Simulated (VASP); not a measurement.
Bi4Te3:

```xyz
7
Lattice="6.5282 0.0000 0.0000 0.0000 6.5282 0.0000 0.0000 0.0000 6.5282" Properties=species:S:1:pos:R:3 pbc="T T T"
Bi    5.3056    1.2226    1.2226
Bi    1.2226    5.3056    1.2226
Bi    1.2226    1.2226    5.3056
Bi    5.3056    5.3056    5.3056
Te    3.2641    3.2641    0.0000
Te    3.2641    0.0000    3.2641
Te    0.0000    3.2641    3.2641
```

The cell was built from a structure type or drawn by symmetry, and may not be a known phase.

| Property | Result |
| --- | --- |
| Program | VASP 6.6.1 |
| Task | relaxation of cell and atoms |
| Functional | PBE |
| Potentials or basis | VASP PAW PBE potentials, release 64 (Bi_d, Te) |
| Cutoff | 600 eV |
| k mesh | 6 × 6 × 6 |
| Occupations | gaussian, width 0.1 eV |
| Spin | no spin polarisation |

At the start: pressure -0.3 GPa; volume 39.75 Å³/atom.

**Question.** Where does the relaxation end?

**Answer.** Over 6 steps the energy falls by 2.4 meV/atom and the volume is 39.24 Å³/atom (-1.3 %); space group P-43m (No. 215, to 0.1 Å) before and after.

The path:
```csv
step,energy change (eV),largest force (eV/Å),pressure (GPa),volume (Å³)
1,0.0000,0.1924,-0.28,278.22
2,-0.0086,0.1597,0.05,275.40
3,-0.0104,0.1346,0.29,273.49
4,-0.0158,0.0420,0.13,274.26
5,-0.0165,0.0001,0.05,274.64
6,-0.0165,0.0075,0.04,274.67
```

Final structure:
```yaml
crystal:
  lattice:
    - [6.50038, 0.00000, 0.00000]
    - [0.00000, 6.50038, 0.00000]
    - [0.00000, 0.00000, 6.50038]
  atoms:
    - { symbol: Bi, position: [0.81577, 0.18423, 0.18423] }
    - { symbol: Bi, position: [0.18423, 0.81577, 0.18423] }
    - { symbol: Bi, position: [0.18423, 0.18423, 0.81577] }
    - { symbol: Bi, position: [0.81577, 0.81577, 0.81577] }
    - { symbol: Te, position: [0.50000, 0.50000, 0.00000] }
    - { symbol: Te, position: [0.50000, 0.00000, 0.50000] }
    - { symbol: Te, position: [0.00000, 0.50000, 0.50000] }
```
